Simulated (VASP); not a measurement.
Here is a VASP 6.6.1 calculation.

Contents of INCAR:

```
SYSTEM = H6C2O
PREC = Accurate
ENCUT = 1000
EDIFF = 1E-6
ISMEAR = -1
SIGMA = 0.05
LREAL = Auto
LASPH = .True.
NELM = 120
ALGO = Normal
ISIF = 2
LWAVE = .False.
LCHARG = .False.
GGA = PE
IVDW = 12
NBANDS = 64
GGA_COMPAT = .False.
```

File KPOINTS:

```
Automatic mesh
0
Gamma
  1 1 1
  0 0 0
```

File POSCAR:

```
H6C2O
1.0
    7.2936330000      0.0000000000      0.0000000000
    0.0000000000      7.2936330000      0.0000000000
    0.0000000000      0.0000000000      7.2936330000
C O H
8 4 24
Direct
    0.1580865458      0.1107368627      0.7660342593
    0.0048701291      0.2400658149      0.7159387710
    0.7747334579      0.7584905780      1.0128630710
    0.6859610763      0.6211884001      0.8885937779
    0.4355817330      0.1408200075      0.1922472336
    0.2814798568      0.2156991495      0.3078652365
    0.9567769863      0.6191749909      0.4438324757
    0.8728373392      0.8087118328      0.4406286417
   -0.1697497642      0.1548703195      0.7456664187
    0.6159772339      0.4784365742      1.0041527329
    0.1150831694      0.1974110765      0.2057193088
    0.6779039783      0.7847610876      0.4456272183
   -0.2632214310      0.2444509576      0.7137679398
    0.0162954243      0.3669379301      0.7984191922
    0.0164653353      0.2803392236      0.5708432466
    0.2896598790      0.1785172394      0.7413668977
    0.1491394435      0.0722376479      0.9111204471
    0.1515396885     -0.0119830547      0.6784845731
    0.5652413465      0.3830301368      0.9267437616
    0.5763132070      0.6833121247      0.8055457056
    0.7908562619      0.5648907407      0.7960923528
    0.8329593958      0.8755530991      0.9389904306
    0.6741482086      0.8057894303      1.1143383693
    0.8839144419      0.6881123599      1.0874999761
    0.0162218055      0.2484293558      0.2790325173
    0.2729246227      0.1372600419      0.4359964999
    0.3078616798      0.3612663603      0.3430916502
    0.5692014203      0.1624685924      0.2587862936
    0.4154286558     -0.0053621690      0.1613323730
    0.4367348374      0.2172080015      0.0641888484
    0.6219028640      0.9042292112      0.4300150114
    0.9167148879      0.8877470977      0.5612229097
    0.9174333568      0.8837611570      0.3172769387
    1.1074095260      0.6228759283      0.4429033650
    0.9120510216      0.5524146224      0.5690417931
    0.9096463790      0.5355242712      0.3269747618
```

Potentials or basis: VASP PAW PBE potentials, release 64 (C_h, O_h, H_h).

The run is started by

```console
$ cat potpaw_PBE.64/C_h/POTCAR potpaw_PBE.64/O_h/POTCAR potpaw_PBE.64/H_h/POTCAR > POTCAR
$ mpirun -np 1 vasp_gam > vasp.out
```

Q: Predict the band gap on the k mesh.

A: 4.36 eV.

Q: What does it give for the dispersion energy per atom?

A: -0.038 eV.

Q: Predict the pressure.

A: 1.0 GPa.

Forces in eV/Å, atoms in the order of the input:
```
C   -0.169 -0.144 -0.028
C    0.028  0.274  0.042
C    0.028  0.149  0.149
C   -0.012  0.026 -0.118
C    0.059 -0.032  0.091
C    0.055  0.064  0.094
C    0.054 -0.018 -0.153
C    0.134 -0.009 -0.090
O   -0.122  0.059 -0.024
O   -0.137 -0.131  0.004
O   -0.111  0.023  0.069
O   -0.092  0.061 -0.038
H    0.206 -0.120  0.022
H   -0.018 -0.086 -0.007
H    0.062 -0.007 -0.019
H    0.021 -0.020  0.063
H    0.011 -0.001 -0.001
H    0.109 -0.051  0.152
H    0.016  0.043  0.056
H   -0.024 -0.020 -0.064
H   -0.082 -0.015 -0.167
H   -0.100 -0.008 -0.056
H    0.087  0.048 -0.068
H    0.146  0.070  0.021
H    0.057 -0.006 -0.105
H   -0.091 -0.036  0.162
H   -0.003 -0.124 -0.082
H   -0.111 -0.058 -0.066
H    0.038  0.042  0.050
H    0.071 -0.090 -0.221
H   -0.009  0.027  0.041
H    0.014 -0.014  0.039
H   -0.094  0.050  0.034
H   -0.048  0.081 -0.002
H    0.032 -0.193  0.171
H   -0.006  0.164  0.051
```

Caveat: the k points lie up to 0.86 Å⁻¹ apart, too coarse for converged energies, forces and pressures.
